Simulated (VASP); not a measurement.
The system is Be2C.

```
C Be
1.0
     0.00000    2.16049    2.16049
     2.16049    0.00000    2.16049
     2.16049    2.16049    0.00000
C Be
1 2
Direct
  0.00000 0.00000 0.00000
  0.25000 0.25000 0.25000
  0.75000 0.75000 0.75000
```

Base run:

```yaml
Program: VASP 6.6.1
Functional: r2SCAN
Potentials_or_basis: VASP PAW PBE potentials, release 64 (C, Be)
Cutoff: 660 eV
k_mesh: 10 × 10 × 10
Occupations: gaussian, width 0.01 eV
Spin: no spin polarisation
```

Its results: band gap on the k mesh 1.53 eV, indirect (least direct gap 4.63 eV); pressure 0.8 GPa.

The run is repeated on the same cell with these changes: functional from r2SCAN to PBE; cutoff from 660 eV to 600 eV. What comes out?

Band gap on the k mesh 1.16 eV, indirect (least direct gap 4.14 eV); pressure 1.3 GPa.

r2SCAN gives the wider gap, since meta-GGAs in the generalised Kohn-Sham scheme recover part of the derivative discontinuity.

Caveats: the PAW data sets were made with another functional, which shifts forces and pressure a little (some runs).

A k mesh can miss the band edges.
